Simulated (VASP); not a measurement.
# PtS2 (P-3m1) in VASP: notebook

PtS2 is run at these levels: PBEsol; tasks: single point.

All numbers are computed with VASP 6.6.1; they aren't measurements. Logs are shortened: lines on timing, memory, paths and dates and some standing lists are left out, and cuts for length are marked.

## (1) The cell of the first run

The structure is trigonal, space group P-3m1 (No. 164). Conventional cell: a = 3.556 Å, b = 3.556 Å, c = 4.713 Å, α = 90.00°, β = 90.00°, γ = 120.00°. Pt (site symmetry -3m) has 6 S at 2.38 Å within 3.1 Å. Within 3.2 Å of S (site symmetry 3m) lie 3 Pt at 2.38 Å and 6 S at 3.09 to 3.16 Å.

## (2) Single point, PBEsol

INCAR

```
SYSTEM = PtS2
ALGO     = Normal         ! electronic algorithm
EDIFF    = 1E-7           ! SCF threshold, eV
ENCUT    = 520            ! plane-wave cutoff, eV
GGA      = PS             ! functional
ISIF     = 2              ! what is computed and relaxed
ISMEAR   = 0              ! smearing method
LASPH    = .TRUE.         ! aspherical terms in the spheres
LCHARG   = .TRUE.         ! write CHGCAR
LELF     = .TRUE.         ! ELF
LREAL    = .FALSE.        ! projectors in reciprocal space
LVHAR    = .TRUE.       
LWAVE    = .FALSE.        ! write WAVECAR
NBANDS   = 18             ! bands
NELM     = 100            ! most SCF steps
PREC     = Accurate       ! precision mode
SIGMA    = 0.01           ! smearing width, eV
```

KPOINTS

```
k-points
0
G
  10 10 6
  0 0 0
```

POSCAR

```
PtS2
1.0
    3.5555108979      0.0000000000      0.0000000000
   -1.7777554490      3.0791627610      0.0000000000
    0.0000000000      0.0000000000      4.7134217635
Pt S
1 2
Direct
    0.0000000000      0.0000000000      0.0000000000
    0.3333333333      0.6666666667      0.2553919699
    0.6666666667      0.3333333333      0.7446080301
```

Potentials or basis: VASP PAW PBE potentials, release 64 (Pt, S).

Launch:

```sh
$ cat potpaw_PBE.64/Pt/POTCAR potpaw_PBE.64/S/POTCAR > POTCAR
$ mpirun -np 1 vasp_std > vasp.out
```

OUTCAR:

```text
SYSTEM = PtS2
   EDIFF = 1E-7
   ENCUT = 520
   GGA = PS
   ISIF = 2
   ISMEAR = 0
   LASPH = .TRUE.
   LREAL = .FALSE.
   NELM = 100
   PREC = Accurate

 ion  position               nearest neighbor table
   1  0.000  0.000  0.000-   2 2.38   3 2.38   3 2.38   2 2.38   3 2.38   2 2.38
   2  0.333  0.667  0.255-   1 2.38   1 2.38   1 2.38
   3  0.667  0.333  0.745-   1 2.38   1 2.38   1 2.38

  LATTYP: Found a hexagonal cell.
 ALAT       =     3.5555108979
 C/A-ratio  =     1.3256665213

  Lattice vectors:

 A1 = (   3.5555108979,   0.0000000000,   0.0000000000)
 A2 = (  -1.7777554490,   3.0791627610,   0.0000000000)
 A3 = (   0.0000000000,   0.0000000000,   4.7134217635)

Analysis of symmetry for initial positions (statically):
=====================================================================
 Subroutine PRICEL returns:
 Original cell was already a primitive cell.

 Routine SETGRP: Setting up the symmetry group for a
 hexagonal supercell.

 Subroutine GETGRP returns: Found 12 space group operations
 (whereof 12 operations were pure point group operations)
 out of a pool of 24 trial point group operations.

The static configuration has the point symmetry D_3d.

Analysis of symmetry for dynamics (positions and initial velocities):
=====================================================================
 Subroutine PRICEL returns:
 Original cell was already a primitive cell.

 Routine SETGRP: Setting up the symmetry group for a
 hexagonal supercell.

 Subroutine GETGRP returns: Found 12 space group operations
 (whereof 12 operations were pure point group operations)
 out of a pool of 24 trial point group operations.

The dynamic configuration has the point symmetry D_3d.

 Subroutine INISYM returns: Found 12 space group operations
 (whereof 12 operations are pure point group operations),
 and found     1 'primitive' translations

----------------------------------------------------------------------------------------

                                     Primitive cell

  volume of cell :      51.6025

  direct lattice vectors                    reciprocal lattice vectors
     3.555510898  0.000000000  0.000000000     0.281253533  0.162381803  0.000000000
    -1.777755449  3.079162761  0.000000000     0.000000000  0.324763605  0.000000000
     0.000000000  0.000000000  4.713421764     0.000000000  0.000000000  0.212160093

  length of vectors
     3.555510898  3.555510898  4.713421764     0.324763605  0.324763605  0.212160093

  position of ions in fractional coordinates (direct lattice)
     0.000000000  0.000000000  0.000000000
     0.333333333  0.666666667  0.255391970
     0.666666667  0.333333333  0.744608030

  ion indices of the primitive-cell ions
   primitive index   ion index
                 1           1
                 2           2
                 3           3

----------------------------------------------------------------------------------------

 KPOINTS: k-points

Automatic generation of k-mesh.
 Grid dimensions read from file:
 generate k-points for:   10   10    6

 Generating k-lattice:

  Cartesian coordinates                     Fractional coordinates (reciprocal lattice)
     0.028125353  0.016238180  0.000000000     0.100000000  0.000000000  0.000000000
     0.000000000  0.032476361  0.000000000     0.000000000  0.100000000  0.000000000
     0.000000000  0.000000000  0.035360016     0.000000000  0.000000000  0.166666667

  Length of vectors
     0.032476361  0.032476361  0.035360016

  Shift w.r.t. Gamma in fractional coordinates (k-lattice)
     0.000000000  0.000000000  0.000000000

 Subroutine IBZKPT returns following result:
 ===========================================

 Found     72 irreducible k-points:

 Following reciprocal coordinates:
            Coordinates               Weight
  0.000000  0.000000  0.000000      1.000000
  0.100000  0.000000  0.000000      6.000000
  0.200000  0.000000  0.000000      6.000000
  0.300000  0.000000  0.000000      6.000000
  0.400000  0.000000  0.000000      6.000000
  0.500000  0.000000  0.000000      3.000000
[... 16 lines left out ...]
  0.000000  0.400000  0.166667      6.000000
  0.500000  0.000000  0.166667      6.000000
 [... further k-points ...]
   k-points           NKPTS =     72   k-points in BZ     NKDIM =     72   number of bands    NBANDS=     18
   number of dos      NEDOS =    301   number of ions     NIONS =      3
   total plane-waves  NPLWV =  28224
   dimension x,y,z NGX =    28 NGY =   28 NGZ =   36
   dimension x,y,z NGXF=    56 NGYF=   56 NGZF=   72
   ions per type =               1   2
   NGX,Y,Z   is equivalent  to a cutoff of  13.09, 13.09, 12.70 a.u.
   NGXF,Y,Z  is equivalent  to a cutoff of  26.18, 26.18, 25.39 a.u.
 SYSTEM =  PtS2
   PREC   = accura    normal or accurate (medium, high low for compatibility)
   ISTART =      0    job   : 0-new  1-cont  2-samecut
   ICHARG =      2    charge: 1-file 2-atom 10-const
   ISPIN  =      1    spin polarized calculation?
   LNONCOLLINEAR =      F non collinear calculations
   LSORBIT =      F    spin-orbit coupling
   LASPH  =      T    aspherical Exc in radial PAW
   ENCUT  =  520.0 eV  38.22 Ry    6.18 a.u.   6.61  6.61  8.76*2*pi/ulx,y,z
   NELM   =    100;   NELMIN=  2; NELMDL= -5     # of ELM steps
   EDIFF  = 0.1E-06   stopping-criterion for ELM
   LREAL  =      F    real-space projection
   EDIFFG = 0.1E-05   stopping-criterion for IOM
   NSW    =      0    number of steps for IOM
   IBRION =     -1    ionic relax: 0-MD 1-quasi-New 2-CG
   NFREE  =      0    steps in history (QN), initial steepest desc. (CG)
   ISIF   =      2    stress and relaxation
   ISYM   =      2    0-nonsym 1-usesym 2-fastsym
   POTIM  = 0.5000    time-step for ionic-motion
   TEBEG  =    0.0;   TEEND  =   0.0 temperature during run
   PSTRESS=    0.0 pullay stress
   NELECT =      22.0000    total number of electrons
   NUPDOWN=      -1.0000    fix difference up-down
   EMIN   =  10.00;   EMAX   =-10.00  energy-range for DOS
   EFERMI =   0.00;   METHOD = LEGACY
   ISMEAR =     0;   SIGMA  =   0.01  broadening in eV -4-tet -1-fermi 0-gaus
   EFERMI_NEDOS =   21; number of points for ismear=-14 and -15
   IALGO  =     38    algorithm
   IMIX   =      4    mixing-type and parameters
     AMIX     =   0.40;   BMIX     =  1.00
     AMIX_MAG =   1.60;   BMIX_MAG =  1.00
  volume/ion in A,a.u.               =      17.20       116.08
  Fermi-wavevector in a.u.,A,eV,Ry     =   1.232136  2.328400 20.655817  1.518160
  Thomas-Fermi vector in A             =   2.366918
   LORBIT       =      0    0 simple, 1 ext, 2 COOP (PROOUT), +10 PAW based schemes
   GGA     = PS    functional components
   LHFCALC =     F    Hartree Fock is set to
   AEXX    =    0.0000 exact exchange contribution
   IVDW    =     0    specifies the selected vdW correction
   LEPSILON=     F    determine dielectric tensor
   LRPA    =     F    only Hartree local field effects (RPA)
 non-spin polarized calculation
 Gauss-broadening in eV      SIGMA  =   0.01
  energy-cutoff  :      520.00
  volume of cell :       51.60
 maximum number of plane-waves:      1416
 NGX is ok and might be reduce to    28
   NGX = 13   NGY = 13   NGZ = 17

 number of electron      21.9999997 magnetization

 Free energy of the ion-electron system (eV)
  ---------------------------------------------------
  ext. energy  EPLUGINS =         0.00000000
  ---------------------------------------------------
  free energy    TOTEN  =       -16.99437607 eV

  energy without entropy =      -16.99437607  energy(sigma->0) =      -16.99437607

 E-fermi :   7.9803     XC(G=0): -11.2319

 val. band max:        7.9335475504   @ k =   0.0000   0.0000   0.0000
 cond. band min:       8.0714400865   @ k =   0.0000   0.3000   0.3333
 fundamental gap:      0.1378925361
 Fermi energy:         7.9803046399

 k-point     1 :       0.0000    0.0000    0.0000
  band No.  band energies     occupation
      1      -8.1096      2.00000
      2      -4.6510      2.00000
      3       0.1721      2.00000
      4       0.7232      2.00000
      5       0.7232      2.00000
      6       3.6055      2.00000
[... 10 lines left out ...]
     17      15.2901      0.00000
     18      20.4015      0.00000

 k-point     2 :       0.1000    0.0000    0.0000
  band No.  band energies     occupation
      1      -7.9798      2.00000
      2      -4.7415      2.00000
      3       0.3140      2.00000
      4       0.8082      2.00000
      5       0.8555      2.00000
      6       3.4134      2.00000
[... 10 lines left out ...]
     17      15.6761      0.00000
     18      18.5646      0.00000

 k-point     3 :       0.2000    0.0000    0.0000
  band No.  band energies     occupation
      1      -7.6089      2.00000
      2      -4.9698      2.00000
      3       0.7002      2.00000
      4       1.0330      2.00000
      5       1.2140      2.00000
      6       2.7484      2.00000
[... 10 lines left out ...]
     17      16.4754      0.00000
     18      16.9358      0.00000

 k-point     4 :       0.3000    0.0000    0.0000
  band No.  band energies     occupation
      1      -7.0579      2.00000
      2      -5.2547      2.00000
      3       1.0356      2.00000
      4       1.2986      2.00000
      5       1.5647      2.00000
      6       2.1169      2.00000
[... 10 lines left out ...]
     17      16.0868      0.00000
     18      16.3993      0.00000

 k-point     5 :       0.4000    0.0000    0.0000
  band No.  band energies     occupation
      1      -6.4454      2.00000
      2      -5.5560      2.00000
      3       0.4022      2.00000
      4       1.4683      2.00000
      5       1.8902      2.00000
      6       2.8155      2.00000
[... 10 lines left out ...]
     17      15.5895      0.00000
     18      17.6864      0.00000

 k-point     6 :       0.5000    0.0000    0.0000
  band No.  band energies     occupation
      1      -5.9459      2.00000
      2      -5.9050      2.00000
      3       0.0377      2.00000
      4       1.5136      2.00000
      5       2.1098      2.00000
      6       3.4881      2.00000
[... 10 lines left out ...]
     17      15.4655      0.00000
     18      19.0134      0.00000

 k-point     7 :       0.1000    0.1000    0.0000
  band No.  band energies     occupation
      1      -7.7293      2.00000
      2      -4.8993      2.00000
      3       0.5769      2.00000
      4       0.9788      2.00000
      5       1.0847      2.00000
      6       3.1521      2.00000
[... 10 lines left out ...]
     17      16.4536      0.00000
     18      17.1874      0.00000

 k-point     8 :       0.2000    0.1000    0.0000
  band No.  band energies     occupation
      1      -7.2668      2.00000
      2      -5.1471      2.00000
      3       0.9862      2.00000
      4       1.2525      2.00000
      5       1.4641      2.00000
      6       2.3163      2.00000
[... 10 lines left out ...]
     17      16.1115      0.00000
     18      17.0171      0.00000
[... 229 lines left out ...]
     17      16.7553      0.00000
     18      17.2997      0.00000

 k-point    20 :       0.3000    0.0000    0.1667
  band No.  band energies     occupation
      1      -6.9176      2.00000
      2      -5.4738      2.00000
      3       1.0250      2.00000
      4       1.3450      2.00000
      5       1.6271      2.00000
      6       2.4252      2.00000
[... 10 lines left out ...]
     17      16.0303      0.00000
     18      16.8335      0.00000

 k-point    21 :       0.0000    0.3000    0.1667
  band No.  band energies     occupation
      1      -7.0010      2.00000
      2      -5.2854      2.00000
      3       0.5036      2.00000
      4       1.2113      2.00000
      5       1.5096      2.00000
      6       2.4095      2.00000
[... 10 lines left out ...]
     17      16.7407      0.00000
     18      17.9249      0.00000

 k-point    22 :       0.4000    0.0000    0.1667
  band No.  band energies     occupation
      1      -6.2744      2.00000
      2      -5.7519      2.00000
      3       0.4479      2.00000
      4       1.4596      2.00000
      5       2.1192      2.00000
      6       2.5439      2.00000
[... 10 lines left out ...]
     17      16.4125      0.00000
     18      17.4226      0.00000

 k-point    23 :       0.0000    0.4000    0.1667
  band No.  band energies     occupation
      1      -6.4808      2.00000
      2      -5.4392      2.00000
      3       0.1246      2.00000
      4       1.3643      2.00000
      5       1.4011      2.00000
      6       3.1258      2.00000
[... 10 lines left out ...]
     17      17.0136      0.00000
     18      17.7962      0.00000

 k-point    24 :       0.5000    0.0000    0.1667
  band No.  band energies     occupation
      1      -6.0680      2.00000
      2      -5.7360      2.00000
      3      -0.0472      2.00000
      4       1.4411      2.00000
      5       1.8751      2.00000
      6       3.2416      2.00000
[... 10 lines left out ...]
     17      16.6904      0.00000
     18      18.0772      0.00000

 [... further k-points ...]

------------------------ aborting loop because EDIFF is reached ----------------------------------------

  FORCE on cell =-STRESS in cart. coord.  units (eV):
  Direction    XX          YY          ZZ          XY          YZ          ZX
  --------------------------------------------------------------------------------------
  -------------------------------------------------------------------------------------
  Total        0.4245516      0.4245516      0.1280747     -0.0000000      0.0000000      0.0000000
  in kB       13.1816596     13.1816596      3.9765177     -0.0000000      0.0000000      0.0000000
  external PRESSURE =      10.1132790 kB  Pullay stress =       0.0000000 kB

 VOLUME and BASIS-vectors are now :
 -----------------------------------------------------------------------------
  energy-cutoff  :      520.00
  volume of cell :       51.60
      direct lattice vectors                 reciprocal lattice vectors
     3.555510898  0.000000000  0.000000000     0.281253533  0.162381803  0.000000000
    -1.777755449  3.079162761  0.000000000     0.000000000  0.324763605  0.000000000
     0.000000000  0.000000000  4.713421764     0.000000000  0.000000000  0.212160093

 POSITION                                       TOTAL-FORCE (eV/Angst)
 -----------------------------------------------------------------------------------
      0.00000      0.00000      0.00000         0.000000      0.000000      0.000000
     -0.00000      2.05278      1.20377        -0.000000      0.000000     -0.024021
      1.77776      1.02639      3.50965         0.000000      0.000000      0.024021
 -----------------------------------------------------------------------------------
    total drift:                               -0.000000      0.000000     -0.000000

  FREE ENERGIE OF THE ION-ELECTRON SYSTEM (eV)
  ---------------------------------------------------
  free  energy   TOTEN  =       -16.9943760667 eV

  energy  without entropy=      -16.9943760667  energy(sigma->0) =      -16.99437607
```

Wall time 87 s (1 thread of Intel Xeon 8259CL, shared host); peak memory 0.22 GiB.

What came out:

```yaml
Free_energy: -16.9944 eV
Pressure: 1.0 GPa
Largest_force: 0.024 eV/Å
Band_gap_on_the_k_mesh: 0.14 eV (least direct gap 0.91 eV)
```

Forces on the atoms (eV/Å):
```
Pt   0.000  0.000  0.000
S    0.000  0.000 -0.024
S    0.000  0.000  0.024
```

Stress tensor (GPa, compression positive):
```
1.32 0.00 0.00
0.00 1.32 0.00
0.00 0.00 0.40
```

Caveat: the PAW data sets were made with another functional, which shifts forces and pressure a little; spin-orbit coupling is left out, which moves the levels of the heavy elements. A k mesh can miss the band edges.

## (3) Single point, PBEsol

This run uses another cell than the first one, of 17.46 Å³/atom.

INCAR

```
ALGO = Normal
EDIFF = 1E-6
ENCUT = 520
GGA = PS
ISIF = 2
ISMEAR = 0
LASPH = T
LCHARG = F
LREAL = F
LWAVE = F
NBANDS = 18
NELM = 60
PREC = Accurate
SIGMA = 0.01
```

KPOINTS

```
k-points
0
Gamma
  10 10 6
```

POSCAR

```
PtS2
1.0
    3.5733777869      0.0000000000      0.0000000000
   -1.7866888934      3.0946359408      0.0000000000
    0.0000000000      0.0000000000      4.7371073000
Pt S
1 2
Direct
    0.0000000000      0.0000000000      0.0000000000
    0.3333333333      0.6666666667      0.2524636773
    0.6666666667      0.3333333333      0.7475363227
```

Potentials or basis: VASP PAW PBE potentials, release 64 (Pt, S).

Launch:

```sh
$ cat potpaw_PBE.64/Pt/POTCAR potpaw_PBE.64/S/POTCAR > POTCAR
$ mpirun -np 1 vasp_std > vasp.out
```

It took 88 s on 1 thread of Intel Xeon 8259CL, shared host; peak memory 0.22 GiB.

Results (log left out):

- Free energy: -16.9973 eV
- Pressure: -0.3 GPa
- Largest force: 0.033 eV/Å
- Band gap on the k mesh: 0.17 eV (least direct gap 0.90 eV)

Forces in eV/Å, atoms in the order of the input:
```
Pt   0.000  0.000  0.000
S    0.000  0.000 -0.033
S    0.000  0.000  0.033
```

Stress tensor (GPa, compression positive):
```
-0.35  0.00  0.00
 0.00 -0.35  0.00
 0.00  0.00 -0.06
```

Levels at points of the mesh, in eV from the valence-band top:
| k point | band 8 | band 9 | band 10 | band 11 | band 12 | band 13 | band 14 | band 15 |
| --- | --- | --- | --- | --- | --- | --- | --- | --- |
| (0.00, 0.00, 0.00) | -2.41 | -1.53 | -1.53 | 0.00 | 1.39 | 1.39 | 3.67 | 5.00 |
| (0.50, 0.00, 0.00) | -3.95 | -3.58 | -3.49 | -2.90 | 0.88 | 2.35 | 5.19 | 6.18 |
| (0.00, 0.00, 0.50) | -3.21 | -1.98 | -1.98 | -1.45 | 2.33 | 2.33 | 5.17 | 6.78 |
| (0.50, 0.00, 0.50) | -3.60 | -3.22 | -3.21 | -1.55 | 0.98 | 1.72 | 4.81 | 5.01 |

Caveat: the PAW data sets were made with another functional, which shifts forces and pressure a little; spin-orbit coupling is left out, which moves the levels of the heavy elements. A k mesh can miss the band edges.

## (4) Single point, PBEsol

This run uses another cell than the first one, of 17.46 Å³/atom.

INCAR

```
SYSTEM = PtS2
  PREC = Accurate
  ENCUT = 520
  EDIFF = 1E-6
  ISMEAR = 0
  SIGMA = 0.01
  LREAL = .False.
  LASPH = .True.
  NELM = 100
  ALGO = Normal
  ISIF = 2
  LWAVE = .False.
  LCHARG = .False.
  GGA = PS
  NBANDS = 18
```

KPOINTS

```
regular mesh
0
Gamma
  10 10 6
  0 0 0
```

POSCAR is that of step 3.

Launch:

```sh
$ cat potpaw_PBE.64/Pt/POTCAR potpaw_PBE.64/S/POTCAR > POTCAR
$ mpirun -np 1 vasp_std > vasp.out
```

Wall time 84 s (1 thread of Intel Xeon 8259CL, shared host); peak memory 0.22 GiB.

The run converged. Its results:

* Free energy: -16.9973 eV
* Pressure: -0.3 GPa
* Largest force: 0.033 eV/Å
* Band gap on the k mesh: 0.17 eV (least direct gap 0.90 eV)

Forces on the atoms (eV/Å):
```
Pt   0.000  0.000  0.000
S    0.000  0.000 -0.033
S    0.000  0.000  0.033
```

Stress tensor (GPa, compression positive):
```
-0.35  0.00  0.00
 0.00 -0.35  0.00
 0.00  0.00 -0.06
```

Levels at points of the mesh, in eV from the valence-band top:
| k point | band 8 | band 9 | band 10 | band 11 | band 12 | band 13 | band 14 | band 15 |
| --- | --- | --- | --- | --- | --- | --- | --- | --- |
| (0.00, 0.00, 0.00) | -2.41 | -1.53 | -1.53 | 0.00 | 1.39 | 1.39 | 3.67 | 5.00 |
| (0.50, 0.00, 0.00) | -3.95 | -3.58 | -3.49 | -2.90 | 0.88 | 2.35 | 5.19 | 6.18 |
| (0.00, 0.00, 0.50) | -3.21 | -1.98 | -1.98 | -1.45 | 2.33 | 2.33 | 5.17 | 6.78 |
| (0.50, 0.00, 0.50) | -3.60 | -3.22 | -3.21 | -1.55 | 0.98 | 1.72 | 4.81 | 5.01 |

Caveat: the PAW data sets were made with another functional, which shifts forces and pressure a little; spin-orbit coupling is left out, which moves the levels of the heavy elements. A k mesh can miss the band edges.

(Continued in part 2 of 2.)
